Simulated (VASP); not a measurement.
# TiSi2 (Fddd) in VASP: single point with r2SCAN

Aim: the single point of TiSi2 with r2SCAN.

Program: VASP 6.6.1. These are calculated values, not measurements. Logs are shortened: lines on timing, memory, paths and dates and some standing lists are left out, and cuts for length are marked.

## 1. The cell of the first run

It takes space group Fddd (No. 70, orthorhombic). Conventional cell: a = 4.730 Å, b = 8.132 Å, c = 8.451 Å, α = 90.00°, β = 90.00°, γ = 90.00°. Ti (site symmetry 222) has 10 Si at 2.52 to 2.74 Å and 4 Ti at 3.16 Å within 3.3 Å. Si (site symmetry 2) has 9 Si at 2.50 to 3.16 Å and 5 Ti at 2.52 to 2.74 Å within 3.3 Å.

## 2. Single point, r2SCAN (13.55 Å³/atom)

The input, POSCAR:

```
TiSi2
1.0
    0.0000000000      4.0660142869      4.2256600442
    2.3651541768      0.0000000000      4.2256600442
    2.3651541768      4.0660142869      0.0000000000
Ti Si
2 4
Direct
    0.7500000000      0.7500000000      0.7500000000
    0.5000000000      0.5000000000      0.5000000000
    0.0871068452      0.4128931548      0.0871068452
    0.4128931548      0.0871068452      0.4128931548
    0.1628931548      0.8371068452      0.1628931548
    0.8371068452      0.1628931548      0.8371068452
```

The input, INCAR.step1:

```
SYSTEM = TiSi2
PREC = Accurate
ENCUT = 520
ISMEAR = 0
SIGMA = 0.1
LREAL = .False.
LASPH = .True.
NELM = 80
NBANDS = 29
GGA = PE
ALGO = Normal
EDIFF = 1E-4
LWAVE = .True.
LCHARG = .False.
```

The input, INCAR.step2:

```
SYSTEM = TiSi2
PREC = Accurate
ENCUT = 520
EDIFF = 1E-6
ISMEAR = 0
SIGMA = 0.1
LREAL = .False.
LASPH = .True.
NELM = 80
ALGO = Normal
ISIF = 2
LWAVE = .False.
LCHARG = .True.
METAGGA = R2SCAN
LMIXTAU = .True.
LELF = .True.
LVHAR = .True.
NBANDS = 29
ISTART = 1
```

The input, KPOINTS:

```
regular mesh
0
Gamma
  10 10 10
  0 0 0
```

Potentials or basis: VASP PAW PBE potentials, release 64 (Ti_sv, Si).

Launch:

```console
> cat potpaw_PBE.64/Ti_sv/POTCAR potpaw_PBE.64/Si/POTCAR > POTCAR
> cp INCAR.step1 INCAR
> mpirun -np 1 vasp_std > vasp.out
> cp INCAR.step2 INCAR
> mpirun -np 1 vasp_std > vasp.out
```

OUTCAR:

```text
SYSTEM = TiSi2
   PREC = Accurate
   ENCUT = 520
   EDIFF = 1E-6
   ISMEAR = 0
   LREAL = .False.
   LASPH = .True.
   NELM = 80
   ISIF = 2
   METAGGA = R2SCAN
   ISTART = 1

 ion  position               nearest neighbor table
   1  0.750  0.750  0.750-   6 2.52   5 2.52   6 2.52   5 2.52   4 2.71   4 2.71   3 2.71   3 2.71
                             3 2.74   4 2.74
   2  0.500  0.500  0.500-   3 2.52   4 2.52   3 2.52   4 2.52   5 2.71   5 2.71   6 2.71   6 2.71
                             5 2.74   6 2.74
   3  0.087  0.413  0.087-   5 2.50   5 2.50   2 2.52   2 2.52   4 2.65   1 2.71   1 2.71   1 2.74
                             4 2.76   4 2.76
   4  0.413  0.087  0.413-   6 2.50   6 2.50   2 2.52   2 2.52   3 2.65   1 2.71   1 2.71   1 2.74
                             3 2.76   3 2.76
   5  0.163  0.837  0.163-   3 2.50   3 2.50   1 2.52   1 2.52   6 2.65   2 2.71   2 2.71   2 2.74
                             6 2.76   6 2.76
   6  0.837  0.163  0.837-   4 2.50   4 2.50   1 2.52   1 2.52   5 2.65   2 2.71   2 2.71   2 2.74
                             5 2.76   5 2.76

  LATTYP: Found a face centered orthorhombic cell.
 ALAT       =     4.7303083536
 B/A-ratio  =     1.7191328696
 C/A-ratio  =     1.7866319607

  Lattice vectors:

 A1 = (   0.0000000000,   4.0660142869,   4.2256600442)
 A2 = (   2.3651541768,   0.0000000000,   4.2256600442)
 A3 = (   2.3651541768,   4.0660142869,   0.0000000000)

Analysis of symmetry for initial positions (statically):
=====================================================================
 Subroutine PRICEL returns:
 Original cell was already a primitive cell.

 Routine SETGRP: Setting up the symmetry group for a
 face centered orthorhombic supercell.

 Subroutine GETGRP returns: Found  8 space group operations
 (whereof  4 operations were pure point group operations)
 out of a pool of  8 trial point group operations.

The static configuration has the point symmetry D_2 .
 The point group associated with its full space group is D_2h.

Analysis of symmetry for dynamics (positions and initial velocities):
=====================================================================
 Subroutine PRICEL returns:
 Original cell was already a primitive cell.

 Routine SETGRP: Setting up the symmetry group for a
 face centered orthorhombic supercell.

 Subroutine GETGRP returns: Found  8 space group operations
 (whereof  4 operations were pure point group operations)
 out of a pool of  8 trial point group operations.

The dynamic configuration has the point symmetry D_2 .
 The point group associated with its full space group is D_2h.
[... 112 lines left out ...]
   NFREE  =      0    steps in history (QN), initial steepest desc. (CG)
   ISIF   =      2    stress and relaxation
   ISYM   =      2    0-nonsym 1-usesym 2-fastsym
   POTIM  = 0.5000    time-step for ionic-motion
   TEBEG  =    0.0;   TEEND  =   0.0 temperature during run
   PSTRESS=    0.0 pullay stress
   NELECT =      40.0000    total number of electrons
   NUPDOWN=      -1.0000    fix difference up-down
   EMIN   =  10.00;   EMAX   =-10.00  energy-range for DOS
   EFERMI =   0.00;   METHOD = LEGACY
   ISMEAR =     0;   SIGMA  =   0.10  broadening in eV -4-tet -1-fermi 0-gaus
   EFERMI_NEDOS =   21; number of points for ismear=-14 and -15
   IALGO  =     38    algorithm
   IMIX   =      4    mixing-type and parameters
     AMIX     =   0.40;   BMIX     =  1.00
     AMIX_MAG =   1.60;   BMIX_MAG =  1.00
  volume/ion in A,a.u.               =      13.55        91.41
  Fermi-wavevector in a.u.,A,eV,Ry     =   1.292540  2.442546 22.730691  1.670659
  Thomas-Fermi vector in A             =   2.424241
   LORBIT       =      0    0 simple, 1 ext, 2 COOP (PROOUT), +10 PAW based schemes
   METAGGA = R2SCAN    functional components
   LHFCALC =     F    Hartree Fock is set to
   AEXX    =    0.0000 exact exchange contribution
   IVDW    =     0    specifies the selected vdW correction
   LEPSILON=     F    determine dielectric tensor
   LRPA    =     F    only Hartree local field effects (RPA)
 non-spin polarized calculation
 Gauss-broadening in eV      SIGMA  =   0.10
  energy-cutoff  :      520.00
  volume of cell :       81.27
 maximum number of plane-waves:      2209
 NGX is ok and might be reduce to    48
   NGX = 21   NGY = 17   NGZ = 17

 number of electron      40.0000004 magnetization

 Free energy of the ion-electron system (eV)
  ---------------------------------------------------
  ext. energy  EPLUGINS =         0.00000000
  ---------------------------------------------------
  free energy    TOTEN  =       -64.07882714 eV

  energy without entropy =      -64.06880956  energy(sigma->0) =      -64.07381835

 E-fermi :  10.6154     XC(G=0): -12.7284

 val. band max:       10.6132236916   @ k =  -0.3000   0.2000   0.1000
 cond. band min:      10.6185962778   @ k =   0.0000   0.2000   0.2000
 fundamental gap:      0.0053725861
 Fermi energy:        10.6153598814

 k-point     1 :       0.0000    0.0000    0.0000
  band No.  band energies     occupation
      1     -47.9061      2.00000
      2     -47.8707      2.00000
      3     -23.2804      2.00000
      4     -23.2472      2.00000
      5     -23.1694      2.00000
      6     -23.1527      2.00000
[... 757 lines left out ...]
     28      15.0441      0.00000
     29      15.1158      0.00000

 [... further k-points ...]

------------------------ aborting loop because EDIFF is reached ----------------------------------------

  FORCE on cell =-STRESS in cart. coord.  units (eV):
  Direction    XX          YY          ZZ          XY          YZ          ZX
  --------------------------------------------------------------------------------------
  -------------------------------------------------------------------------------------
  Total        2.6474630      2.6186246      2.5546159      0.0000000      0.0000000      0.0000000
  in kB       52.1900338     51.6215352     50.3597172      0.0000000      0.0000000      0.0000000
  external PRESSURE =      51.3904288 kB  Pullay stress =       0.0000000 kB

 VOLUME and BASIS-vectors are now :
 -----------------------------------------------------------------------------
  energy-cutoff  :      520.00
  volume of cell :       81.27
      direct lattice vectors                 reciprocal lattice vectors
     0.000000000  4.066014287  4.225660044    -0.211402709  0.122970547  0.118324710
     2.365154177  0.000000000  4.225660044     0.211402709 -0.122970547  0.118324710
     2.365154177  4.066014287  0.000000000     0.211402709  0.122970547 -0.118324710

 POSITION                                       TOTAL-FORCE (eV/Angst)
 -----------------------------------------------------------------------------------
      3.54773      6.09902      6.33849         0.000000     -0.000000     -0.000000
      2.36515      4.06601      4.22566         0.000000     -0.000000      0.000000
      1.18258      0.70836      2.11283        -0.000000      0.005684      0.000000
      1.18258      3.35766      2.11283        -0.000000     -0.005684      0.000000
      2.36515      1.32465      4.22566         0.000000     -0.005684      0.000000
      2.36515      6.80738      4.22566         0.000000      0.005684      0.000000
 -----------------------------------------------------------------------------------
    total drift:                               -0.000000     -0.000000     -0.000000

  FREE ENERGIE OF THE ION-ELECTRON SYSTEM (eV)
  ---------------------------------------------------
  free  energy   TOTEN  =       -64.0788271371 eV

  energy  without entropy=      -64.0688095594  energy(sigma->0) =      -64.07381835
```

OUTCAR.step1:

```text
SYSTEM = TiSi2
   PREC = Accurate
   ENCUT = 520
   ISMEAR = 0
   LREAL = .False.
   LASPH = .True.
[... 1015 lines left out ...]
      1.18258      3.35766      2.11283         0.000000      0.033540     -0.000000
      2.36515      1.32465      4.22566         0.000000      0.033540      0.000000
      2.36515      6.80738      4.22566         0.000000     -0.033540      0.000000
 -----------------------------------------------------------------------------------
    total drift:                               -0.000000     -0.000000     -0.000000

  FREE ENERGIE OF THE ION-ELECTRON SYSTEM (eV)
  ---------------------------------------------------
  free  energy   TOTEN  =       -40.6288824363 eV

  energy  without entropy=      -40.6180840507  energy(sigma->0) =      -40.62348324
```

Wall time 19 min (1 thread of AMD EPYC 9R45 (Zen 5), shared host); peak memory 0.46 GiB.

Results:

* Free energy: -64.0788 eV
* Pressure: 5.1 GPa
* Largest force: 0.006 eV/Å
* Band gap on the k mesh: zero (bands 20 and 21 overlap by 2.08 eV)

Forces in eV/Å, atoms in the order of the input:
```
Ti   0.000  0.000  0.000
Ti   0.000  0.000  0.000
Si   0.000  0.006  0.000
Si   0.000 -0.006  0.000
Si   0.000 -0.006  0.000
Si   0.000  0.006  0.000
```

Levels at points of the mesh, in eV from the Fermi level:
```tsv
k point	band 18	band 19	band 20	band 21	band 22	band 23
(0.00, 0.00, 0.00)	-2.31	-2.02	-1.58	-1.02	2.34	3.49
(0.50, 0.00, 0.00)	-1.16	-0.04	0.17	1.09	1.53	1.85
(0.50, 0.50, 0.00)	-1.78	-1.12	-1.12	0.82	0.82	3.55
(0.50, 0.00, 0.50)	-2.58	-0.94	-0.94	1.44	1.44	3.74
(0.00, 0.50, 0.50)	-1.20	-0.72	-0.72	0.93	0.93	2.57
```

Caveat: the cell stands under pressure; the PAW data sets were made with another functional, which shifts forces and pressure a little.
